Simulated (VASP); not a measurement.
A run of VASP 6.6.1 is set up as follows.

INCAR

```
ALGO     = Normal         # electronic algorithm
EDIFF    = 1E-6           # SCF threshold, eV
ENCUT    = 500            # plane-wave cutoff, eV
GGA      = PS             # functional
GGA_COMPAT= F            
ISIF     = 2              # what is computed and relaxed
ISMEAR   = -1             # smearing method
LASPH    = T              # aspherical terms in the spheres
LCHARG   = F              # write CHGCAR
LREAL    = F              # projectors in reciprocal space
LWAVE    = F              # write WAVECAR
NBANDS   = 16             # bands
NELM     = 120            # most SCF steps
PREC     = Accurate       # precision mode
SIGMA    = 0.1            # smearing width, eV
```

KPOINTS

```
k-points
0
Gamma
  12 12 12
```

POSCAR

```
ZnSe
1.0
    0.0000000000      2.8165924980      2.8165924980
    2.8165924980      0.0000000000      2.8165924980
    2.8165924980      2.8165924980      0.0000000000
Zn Se
1 1
Direct
    0.0000000000      0.0000000000      0.0000000000
    0.7500000000      0.7500000000      0.7500000000
```

Potentials or basis: VASP PAW PBE potentials, release 64 (Zn, Se).

The run is started by

```console
$ cat potpaw_PBE.64/Zn/POTCAR potpaw_PBE.64/Se/POTCAR > POTCAR
$ mpirun -np 1 vasp_std > vasp.out
```

**Question.** What does it give for the band gap on the k mesh?

**Answer.** 1.24 eV, direct.

**Question.** Estimate the pressure.

**Answer.** 0.3 GPa.

Caveat: the PAW data sets were made with another functional, which shifts forces and pressure a little. A hybrid or GW would open this gap; PBEsol tends to underestimate it.
